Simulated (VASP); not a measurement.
Input of a VASP 6.6.1 run:

File INCAR:

```
SYSTEM = AlSn
PREC = Accurate
ENCUT = 500
EDIFF = 1E-6
ISMEAR = -1
SIGMA = 0.05
LREAL = .FALSE.
LASPH = .TRUE.
NELM = 120
ALGO = Normal
ISIF = 2
LWAVE = .FALSE.
LCHARG = .FALSE.
GGA = PS
NBANDS = 16
GGA_COMPAT = .FALSE.
```

The input KPOINTS:

```
Automatic mesh
0
G
  7 7 8
  0 0 0
```

Contents of POSCAR:

```
AlSn
1.0
    4.0152696425      0.0000000000      0.0000000000
   -2.0076348212      3.4773255134      0.0000000000
    0.0000000000      0.0000000000      3.2271633500
Sn Al
1 1
Direct
    0.3333333333      0.6666666667      0.5000000000
    0.0000000000      0.0000000000      0.0000000000
```

Potentials or basis: VASP PAW PBE potentials, release 64 (Sn_d, Al).

Launch:

```console
$ cat potpaw_PBE.64/Sn_d/POTCAR potpaw_PBE.64/Al/POTCAR > POTCAR
$ mpirun -np 1 vasp_std > vasp.out
```

(1) Estimate the pressure.

## Answers

(1) 5.0 GPa.

Caveat: the PAW data sets were made with another functional, which shifts forces and pressure a little.
